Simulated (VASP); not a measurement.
# F (C2/m) in VASP: notebook

The runs below take F through single point, with PBEsol.

All numbers are computed with VASP 6.6.1; they aren't measurements. Logs are shortened: lines on timing, memory, paths and dates and some standing lists are left out, and cuts for length are marked.

## Step 1: The cell of the first run

The structure is monoclinic, space group C2/m (No. 12). The conventional cell has a = 6.573 Å, b = 3.589 Å, c = 7.617 Å, α = 90.00°, β = 113.49°, γ = 90.00°. Within 1.9 Å of F (site symmetry m) lie 1 F at 1.42 Å. F (site symmetry m) has 1 F at 1.42 Å within 1.9 Å.

## Step 2: Single point, PBEsol

Input file INCAR:

```
SYSTEM = F
PREC = Accurate
ENCUT = 520
EDIFF = 1E-6
ISMEAR = 0
SIGMA = 0.05
LREAL = .FALSE.
LASPH = .TRUE.
NELM = 60
ALGO = Normal
ISIF = 2
LWAVE = .FALSE.
LCHARG = .FALSE.
GGA = PS
NBANDS = 22
```

Input file KPOINTS:

```
regular mesh
0
G
  4 4 2
  0 0 0
```

Input file POSCAR:

```
F
1.0
    3.2766061123     -1.7946991622     -0.2527201302
    3.2766061123      1.7946991622     -0.2527201302
   -2.4902405420      0.0000000000      7.1982492859
F
4
Direct
    0.0848459664      0.0848459664      0.0940038325
    0.9151540336      0.9151540336      0.9059961675
    0.5015719855      0.5015719855      0.5937195244
    0.4984280145      0.4984280145      0.4062804756
```

Potentials or basis: VASP PAW PBE potentials, release 64 (F).

Command:

```
> cat potpaw_PBE.64/F/POTCAR > POTCAR
> mpirun -np 1 vasp_std > vasp.out
```

OUTCAR:

```text
SYSTEM = F
   PREC = Accurate
   ENCUT = 520
   EDIFF = 1E-6
   ISMEAR = 0
   LREAL = .FALSE.
   LASPH = .TRUE.
   NELM = 60
   ISIF = 2
   GGA = PS

 ion  position               nearest neighbor table
   1  0.085  0.085  0.094-   2 1.42
   2  0.915  0.915  0.906-   1 1.42
   3  0.502  0.502  0.594-   4 1.42
   4  0.498  0.498  0.406-   3 1.42

  LATTYP: Found a base centered monoclinic cell.
 ALAT       =     6.5726752786
 B/A-ratio  =     0.5461091827
 C/A-ratio  =     1.1588628859
 COS(beta)  =    -0.3986453280

  Lattice vectors:

 A1 = (   3.2766061123,  -1.7946991622,  -0.2527201302)
 A2 = (   3.2766061123,   1.7946991622,  -0.2527201302)
 A3 = (  -2.4902405420,   0.0000000000,   7.1982492859)

Analysis of symmetry for initial positions (statically):
=====================================================================
 Subroutine PRICEL returns:
 Original cell was already a primitive cell.

 Routine SETGRP: Setting up the symmetry group for a
 base centered monoclinic supercell.

 Subroutine GETGRP returns: Found  4 space group operations
 (whereof  4 operations were pure point group operations)
 out of a pool of  4 trial point group operations.

The static configuration has the point symmetry C_2h.

Analysis of symmetry for dynamics (positions and initial velocities):
=====================================================================
 Subroutine PRICEL returns:
 Original cell was already a primitive cell.

 Routine SETGRP: Setting up the symmetry group for a
 base centered monoclinic supercell.

 Subroutine GETGRP returns: Found  4 space group operations
 (whereof  4 operations were pure point group operations)
 out of a pool of  4 trial point group operations.

The dynamic configuration has the point symmetry C_2h.

 Subroutine INISYM returns: Found  4 space group operations
 (whereof  4 operations are pure point group operations),
 and found     1 'primitive' translations

----------------------------------------------------------------------------------------

                                     Primitive cell

  volume of cell :      82.4000

[... 75 lines left out ...]
   ISPIN  =      1    spin polarized calculation?
   LNONCOLLINEAR =      F non collinear calculations
   LSORBIT =      F    spin-orbit coupling
   LASPH  =      T    aspherical Exc in radial PAW
   ENCUT  =  520.0 eV  38.22 Ry    6.18 a.u.   6.96  6.96 14.16*2*pi/ulx,y,z
   NELM   =     60;   NELMIN=  2; NELMDL= -5     # of ELM steps
   EDIFF  = 0.1E-05   stopping-criterion for ELM
   LREAL  =      F    real-space projection
   EDIFFG = 0.1E-04   stopping-criterion for IOM
   NSW    =      0    number of steps for IOM
   IBRION =     -1    ionic relax: 0-MD 1-quasi-New 2-CG
   NFREE  =      0    steps in history (QN), initial steepest desc. (CG)
   ISIF   =      2    stress and relaxation
   ISYM   =      2    0-nonsym 1-usesym 2-fastsym
   POTIM  = 0.5000    time-step for ionic-motion
   TEBEG  =    0.0;   TEEND  =   0.0 temperature during run
   PSTRESS=    0.0 pullay stress
   NELECT =      28.0000    total number of electrons
   NUPDOWN=      -1.0000    fix difference up-down
   EMIN   =  10.00;   EMAX   =-10.00  energy-range for DOS
   EFERMI =   0.00;   METHOD = LEGACY
   ISMEAR =     0;   SIGMA  =   0.05  broadening in eV -4-tet -1-fermi 0-gaus
   EFERMI_NEDOS =   21; number of points for ismear=-14 and -15
   IALGO  =     38    algorithm
   IMIX   =      4    mixing-type and parameters
     AMIX     =   0.40;   BMIX     =  1.00
     AMIX_MAG =   1.60;   BMIX_MAG =  1.00
  volume/ion in A,a.u.               =      20.60       139.02
  Fermi-wavevector in a.u.,A,eV,Ry     =   1.142401  2.158824 17.756681  1.305079
  Thomas-Fermi vector in A             =   2.279099
   LORBIT       =      0    0 simple, 1 ext, 2 COOP (PROOUT), +10 PAW based schemes
   GGA     = PS    functional components
   LHFCALC =     F    Hartree Fock is set to
   AEXX    =    0.0000 exact exchange contribution
   IVDW    =     0    specifies the selected vdW correction
   LEPSILON=     F    determine dielectric tensor
   LRPA    =     F    only Hartree local field effects (RPA)
 non-spin polarized calculation
 Gauss-broadening in eV      SIGMA  =   0.05
  energy-cutoff  :      520.00
  volume of cell :       82.40
 maximum number of plane-waves:      2242
   NGX = 13   NGY = 13   NGZ = 29

 number of electron      28.0000000 magnetization

 Free energy of the ion-electron system (eV)
  ---------------------------------------------------
  ext. energy  EPLUGINS =         0.00000000
  ---------------------------------------------------
  free energy    TOTEN  =        -7.79510020 eV

  energy without entropy =       -7.79510020  energy(sigma->0) =       -7.79510020

 E-fermi :  -5.8165     XC(G=0):  -6.4772

 val. band max:       -6.1057668155   @ k =   0.5000   0.5000  -0.0000
 cond. band min:      -3.2594049191   @ k =   0.0000   0.0000   0.0000
 fundamental gap:      2.8463618964
 Fermi energy:        -5.8164799035

 k-point     1 :       0.0000    0.0000    0.0000
  band No.  band energies     occupation
      1     -30.8439      2.00000
      2     -30.7057      2.00000
      3     -24.6010      2.00000
      4     -24.3920      2.00000
      5     -12.5506      2.00000
      6     -12.0711      2.00000
[... 339 lines left out ...]
     21       8.5021      0.00000
     22       8.5965      0.00000

------------------------ aborting loop because EDIFF is reached ----------------------------------------

  FORCE on cell =-STRESS in cart. coord.  units (eV):
  Direction    XX          YY          ZZ          XY          YZ          ZX
  --------------------------------------------------------------------------------------
  -------------------------------------------------------------------------------------
  Total       -0.4219629     -0.2641410     -1.0136104      0.0000000      0.0000000     -0.0606828
  in kB       -8.2046034     -5.1359305    -19.7085382      0.0000000      0.0000000     -1.1799097
  external PRESSURE =     -11.0163574 kB  Pullay stress =       0.0000000 kB

 VOLUME and BASIS-vectors are now :
 -----------------------------------------------------------------------------
  energy-cutoff  :      520.00
  volume of cell :       82.40
      direct lattice vectors                 reciprocal lattice vectors
     3.276606112 -1.794699162 -0.252720130     0.156780242 -0.278598224  0.054238260
     3.276606112  1.794699162 -0.252720130     0.156780242  0.278598224  0.054238260
    -2.490240542  0.000000000  7.198249286     0.011008655  0.000000000  0.142731122

 POSITION                                       TOTAL-FORCE (eV/Angst)
 -----------------------------------------------------------------------------------
      0.32192      0.00000      0.63378        -0.134341      0.000000     -0.269621
      3.74105      0.00000      6.05903         0.134341      0.000000      0.269621
      1.80840      0.00000      4.02023         0.103655      0.000000     -0.288617
      2.25457      0.00000      2.67258        -0.103655      0.000000      0.288617
 -----------------------------------------------------------------------------------
    total drift:                                0.000000      0.000000     -0.000000

  FREE ENERGIE OF THE ION-ELECTRON SYSTEM (eV)
  ---------------------------------------------------
  free  energy   TOTEN  =        -7.7951001957 eV

  energy  without entropy=       -7.7951001957  energy(sigma->0) =       -7.79510020
```

stdout:

```text
POSCAR found type information on POSCAR F
 POSCAR found :  1 types and       4 ions
 scaLAPACK will be used
 -----------------------------------------------------------------------------
|                                                                             |
|                                                                             |
|     You enforced a specific xc type in the INCAR file but a different       |
|     I HOPE YOU KNOW WHAT YOU ARE DOING!                                     |
|                                                                             |
 -----------------------------------------------------------------------------

 LDA part: xc-table for (Slater+PW92), standard interpolation
 POSCAR, INCAR and KPOINTS ok, starting setup
 FFT: planning ... GRIDC
 FFT: planning ... GRID_SOFT
 FFT: planning ... GRID
 WAVECAR not read
 entering main loop
```

Wall time 14 s (1 thread of AMD EPYC 9R45 (Zen 5), shared host); peak memory 0.16 GiB.

Results:

```yaml
Free_energy: -7.7951 eV
Pressure: -1.1 GPa
Largest_force: 0.307 eV/Å
Band_gap_on_the_k_mesh: 2.85 eV, indirect (least direct gap 2.92 eV)
```

Forces on the atoms (eV/Å):
```
F   -0.134  0.000 -0.270
F    0.134  0.000  0.270
F    0.104  0.000 -0.289
F   -0.104  0.000  0.289
```

Levels at points of the mesh, in eV from the valence-band top:
```
           k point  band 11  band 12  band 13  band 14  band 15  band 16  band 17  band 18
(0.00, 0.00, 0.00)    -0.32    -0.16    -0.11    -0.08     2.85     3.48     8.57    11.07
(0.50, 0.00, 0.00)    -0.33    -0.26    -0.26    -0.16     3.19     3.26    12.35    12.48
(0.50, 0.50, 0.00)    -0.29    -0.24    -0.16     0.00     3.15     3.25    12.57    12.58
(0.00, 0.00, 0.50)    -0.28    -0.17    -0.15    -0.08     3.11     3.18     9.40     9.42
(0.50, 0.00, 0.50)    -0.42    -0.31    -0.18    -0.06     3.06     3.38    12.26    13.02
(0.50, 0.50, 0.50)    -0.31    -0.21    -0.15    -0.08     3.18     3.25    12.07    12.18
```

Caveat: the k points lie up to 0.51 Å⁻¹ apart; the PAW data sets were made with another functional, which shifts forces and pressure a little. A k mesh can miss the band edges.

## Step 3: Single point, PBEsol

This run uses another cell than the first one, of the same volume but with other edges.

Input file INCAR:

```
PREC = Accurate ; ENCUT = 520
EDIFF = 1E-6 ; ISMEAR = 0
SIGMA = 0.05 ; LREAL = False
LASPH = True ; NELM = 100
ALGO = Normal ; ISIF = 2
LWAVE = False ; LCHARG = True
GGA = PS ; LELF = True
LVHAR = True ; NBANDS = 22
```

Input file KPOINTS:

```
Automatic mesh
0
Gamma
  4 4 2
```

Input file POSCAR:

```
F
1.0
    3.0729327472     -1.8532211621     -0.2370110832
    3.0729327472      1.8532211621     -0.2370110832
   -2.2845398759      0.0000000000      7.4108431635
F
4
Direct
    0.0848459664      0.0848459664      0.0940038325
    0.9151540336      0.9151540336      0.9059961675
    0.5015719855      0.5015719855      0.5937195244
    0.4984280145      0.4984280145      0.4062804756
```

Potentials or basis: VASP PAW PBE potentials, release 64 (F).

Command:

```
> cat potpaw_PBE.64/F/POTCAR > POTCAR
> mpirun -np 1 vasp_std > vasp.out
```

Run time: 14 s. Hardware: 1 thread of AMD EPYC 9R45 (Zen 5), shared host; peak memory 0.16 GiB.

Results (log left out):

```
Free energy            : -7.7530 eV
Pressure               : -2.8 GPa
Largest force          : 1.173 eV/Å
Band gap on the k mesh : 2.52 eV, indirect (least direct gap 2.58 eV)
```

Forces in eV/Å, atoms in the order of the input:
```
F   -0.496  0.000 -1.046
F    0.496  0.000  1.046
F    0.336  0.000 -1.124
F   -0.336  0.000  1.124
```

Stress tensor (GPa, compression positive):
```
-1.39  0.00 -0.43
 0.00 -0.52  0.00
-0.43  0.00 -6.40
```

Levels at points of the mesh, in eV from the valence-band top:
```
           k point  band 11  band 12  band 13  band 14  band 15  band 16  band 17  band 18
(0.00, 0.00, 0.00)    -0.26    -0.16    -0.08    -0.06     2.52     3.21     8.70    11.10
(0.50, 0.00, 0.00)    -0.32    -0.24    -0.22    -0.12     2.88     2.98    12.43    12.57
(0.50, 0.50, 0.00)    -0.30    -0.25    -0.16     0.00     2.83     2.99    12.91    13.16
(0.00, 0.00, 0.50)    -0.24    -0.15    -0.11    -0.06     2.81     2.90     9.47     9.49
(0.50, 0.00, 0.50)    -0.39    -0.27    -0.16    -0.05     2.73     3.11    12.33    13.15
(0.50, 0.50, 0.50)    -0.33    -0.21    -0.17    -0.08     2.88     2.98    12.58    12.68
```

Caveat: the k points lie up to 0.50 Å⁻¹ apart; the PAW data sets were made with another functional, which shifts forces and pressure a little. Expect the measured gap to be larger: semilocal functionals such as PBEsol lack the derivative discontinuity.

## Step 4: Single point, PBEsol

This run uses another cell than the first one, of the same volume but with other edges.

Input file INCAR:

```
PREC = Accurate
ENCUT = 520
EDIFF = 1E-6
ISMEAR = 0
SIGMA = 0.05
LREAL = False
LASPH = True
NELM = 60
ALGO = Normal
ISIF = 2
LWAVE = False
LCHARG = True
GGA = PS
LELF = True
LVHAR = True
NBANDS = 22
```

Input file KPOINTS:

```
regular mesh
0
Gamma
  4 4 2
```

Input file POSCAR:

```
F
1.0
    3.0080999043     -1.8730857104     -0.2320106150
    3.0080999043      1.8730857104     -0.2320106150
   -2.2186917656      0.0000000000      7.4833119876
F
4
Direct
    0.0848459664      0.0848459664      0.0940038325
    0.9151540336      0.9151540336      0.9059961675
    0.5015719855      0.5015719855      0.5937195244
    0.4984280145      0.4984280145      0.4062804756
```

Command:

```
> cat potpaw_PBE.64/F/POTCAR > POTCAR
> mpirun -np 1 vasp_std > vasp.out
```

It took 14 s on 1 thread of AMD EPYC 9R45 (Zen 5), shared host; peak memory 0.16 GiB.

It converged, with:

* Free energy: -7.7259 eV
* Pressure: -3.3 GPa
* Largest force: 1.452 eV/Å
* Band gap on the k mesh: 2.42 eV, indirect (least direct gap 2.47 eV)

Forces in eV/Å, atoms in the order of the input:
```
F   -0.602  0.000 -1.301
F    0.602  0.000  1.301
F    0.398  0.000 -1.396
F   -0.398  0.000  1.396
```

Stress tensor (GPa, compression positive):
```
-1.53  0.00 -0.54
 0.00 -0.52  0.00
-0.54  0.00 -7.92
```

Levels at points of the mesh, in eV from the valence-band top:
```csv
k point,band 10,band 11,band 12,band 13,band 14,band 15,band 16,band 17,band 18,band 19
"(0.00, 0.00, 0.00)",-2.93,-0.23,-0.15,-0.06,-0.05,2.42,3.11,8.75,11.12,11.77
"(0.50, 0.00, 0.00)",-3.00,-0.32,-0.23,-0.22,-0.10,2.78,2.88,12.47,12.61,14.03
"(0.50, 0.50, 0.00)",-3.06,-0.30,-0.25,-0.16,0.00,2.73,2.90,13.02,13.36,13.38
"(0.00, 0.00, 0.50)",-2.93,-0.23,-0.15,-0.09,-0.05,2.71,2.81,9.50,9.52,14.35
"(0.50, 0.00, 0.50)",-2.98,-0.38,-0.25,-0.15,-0.04,2.62,3.01,12.36,13.20,13.47
"(0.50, 0.50, 0.50)",-3.11,-0.33,-0.20,-0.17,-0.08,2.78,2.88,12.75,12.86,14.80
```

Caveat: the k points lie up to 0.50 Å⁻¹ apart; the PAW data sets were made with another functional, which shifts forces and pressure a little.

## Step 5: Single point, PBEsol

This run uses another cell than the first one, of the same volume but with other edges.

Input file INCAR:

```
  ALGO = Normal
  EDIFF = 1E-6
  ENCUT = 520
  GGA = PS
  ISIF = 2
  ISMEAR = 0
  LASPH = True
  LCHARG = False
  LREAL = False
  LWAVE = False
  NBANDS = 22
  NELM = 100
  PREC = Accurate
  SIGMA = 0.05
```

Input file KPOINTS:

```
k-points
0
Gamma
  4 4 2
```

Input file POSCAR:

```
F
1.0
    3.1394285953     -1.8334896966     -0.2421398166
    3.1394285953      1.8334896966     -0.2421398166
   -2.3518846870      0.0000000000      7.3390093089
F
4
Direct
    0.0848459664      0.0848459664      0.0940038325
    0.9151540336      0.9151540336      0.9059961675
    0.5015719855      0.5015719855      0.5937195244
    0.4984280145      0.4984280145      0.4062804756
```

Command:

```
> cat potpaw_PBE.64/F/POTCAR > POTCAR
> mpirun -np 1 vasp_std > vasp.out
```

Run time: 14 s. Hardware: 1 thread of AMD EPYC 9R45 (Zen 5), shared host; peak memory 0.16 GiB.

Results (log left out):

```
Free energy            : -7.7733 eV
Pressure               : -2.2 GPa
Largest force          : 0.888 eV/Å
Band gap on the k mesh : 2.63 eV, indirect (least direct gap 2.70 eV)
```

Forces on the atoms (eV/Å):
```
F   -0.383  0.000 -0.788
F    0.383  0.000  0.788
F    0.266  0.000 -0.847
F   -0.266  0.000  0.847
```

Stress tensor (GPa, compression positive):
```
-1.23  0.00 -0.32
 0.00 -0.52  0.00
-0.32  0.00 -4.89
```

Levels at points of the mesh, in eV from the valence-band top:
```tsv
k point	band 11	band 12	band 13	band 14	band 15	band 16	band 17	band 18
(0.00, 0.00, 0.00)	-0.28	-0.16	-0.09	-0.07	2.63	3.30	8.65	11.09
(0.50, 0.00, 0.00)	-0.32	-0.25	-0.24	-0.13	2.98	3.07	12.40	12.54
(0.50, 0.50, 0.00)	-0.30	-0.25	-0.16	0.00	2.94	3.07	12.80	12.96
(0.00, 0.00, 0.50)	-0.26	-0.16	-0.13	-0.07	2.91	3.00	9.44	9.47
(0.50, 0.00, 0.50)	-0.40	-0.28	-0.17	-0.05	2.84	3.20	12.30	13.10
(0.50, 0.50, 0.50)	-0.32	-0.21	-0.16	-0.08	2.98	3.07	12.41	12.51
```

Caveat: the k points lie up to 0.51 Å⁻¹ apart; the PAW data sets were made with another functional, which shifts forces and pressure a little. A k mesh can miss the band edges.

## Step 6: Single point, PBEsol

Input file INCAR:

```
  PREC = Accurate
  ENCUT = 520
  EDIFF = 1E-6
  ISMEAR = 0
  SIGMA = 0.05
  LREAL = F
  LASPH = T
  NELM = 60
  ALGO = Normal
  ISIF = 2
  LWAVE = F
  LCHARG = F
  GGA = PS
  NBANDS = 22
```

Input file KPOINTS:

```
Automatic mesh
0
Gamma
  4 4 2
```

Input file POSCAR:

```
F
1.0
    3.3116943004     -1.7851662119     -0.2554264339
    3.3116943004      1.7851662119     -0.2554264339
   -2.5255136535      0.0000000000      7.1637549414
F
4
Direct
    0.0848459664      0.0848459664      0.0940038325
    0.9151540336      0.9151540336      0.9059961675
    0.5015719855      0.5015719855      0.5937195244
    0.4984280145      0.4984280145      0.4062804756
```

Potentials or basis: VASP PAW PBE potentials, release 64 (F).

Command:

```
> cat potpaw_PBE.64/F/POTCAR > POTCAR
> mpirun -np 1 vasp_std > vasp.out
```

Wall time 13 s (1 thread of AMD EPYC 9R45 (Zen 5), shared host); peak memory 0.15 GiB.

Results (log left out):

| Item | Value |
| --- | --- |
| Free energy | -7.7968 eV |
| Pressure | -0.8 GPa |
| Largest force | 0.161 eV/Å |
| Band gap on the k mesh | 2.90 eV, indirect (least direct gap 2.98 eV) |

Forces in eV/Å, atoms in the order of the input:
```
F   -0.069  0.000 -0.141
F    0.069  0.000  0.141
F    0.059  0.000 -0.149
F   -0.059  0.000  0.149
```

Stress tensor (GPa, compression positive):
```
-0.71  0.00 -0.07
 0.00 -0.51  0.00
-0.07  0.00 -1.27
```

Levels at points of the mesh, in eV from the valence-band top:
```tsv
k point	band 11	band 12	band 13	band 14	band 15	band 16	band 17	band 18
(0.00, 0.00, 0.00)	-0.33	-0.16	-0.12	-0.08	2.90	3.53	8.55	11.07
(0.50, 0.00, 0.00)	-0.33	-0.27	-0.27	-0.16	3.24	3.31	12.34	12.46
(0.50, 0.50, 0.00)	-0.29	-0.23	-0.16	0.00	3.20	3.29	12.48	12.53
(0.00, 0.00, 0.50)	-0.28	-0.18	-0.15	-0.08	3.16	3.23	9.39	9.41
(0.50, 0.00, 0.50)	-0.43	-0.31	-0.19	-0.06	3.11	3.43	12.26	13.00
(0.50, 0.50, 0.50)	-0.31	-0.21	-0.15	-0.08	3.23	3.30	11.99	12.09
```

Caveat: the k points lie up to 0.51 Å⁻¹ apart; the PAW data sets were made with another functional, which shifts forces and pressure a little.

## Step 7: The runs side by side

```tsv
cell	gap on the mesh (eV)	pressure (GPa)	largest force (eV/Å)
a = 3.744, b = 3.744, c = 7.617 Å, angles 110.5, 110.5, 57.3°, 4 atoms	2.85	-1.1	0.31
a = 3.596, b = 3.596, c = 7.755 Å, angles 108.3, 108.3, 62.0°, 4 atoms	2.52	-2.8	1.17
a = 3.551, b = 3.551, c = 7.805 Å, angles 107.7, 107.7, 63.7°, 4 atoms	2.42	-3.3	1.45
a = 3.644, b = 3.644, c = 7.707 Å, angles 109.0, 109.0, 60.4°, 4 atoms	2.63	-2.2	0.89
a = 3.771, b = 3.771, c = 7.596 Å, angles 110.8, 110.8, 56.5°, 4 atoms	2.90	-0.8	0.16
```

Alike in all rows: task single point; level PBEsol; potentials or basis VASP PAW PBE potentials, release 64 (F); no spin polarisation; k mesh 4 × 4 × 2; cutoff (eV) 520; smearing gaussian 0.05 eV.

Caveats: all runs use coarse meshes; the PAW data sets were made with another functional, which shifts forces and pressure a little.

Total energies depend on the potentials used, so only differences within one code and one set of settings carry meaning.
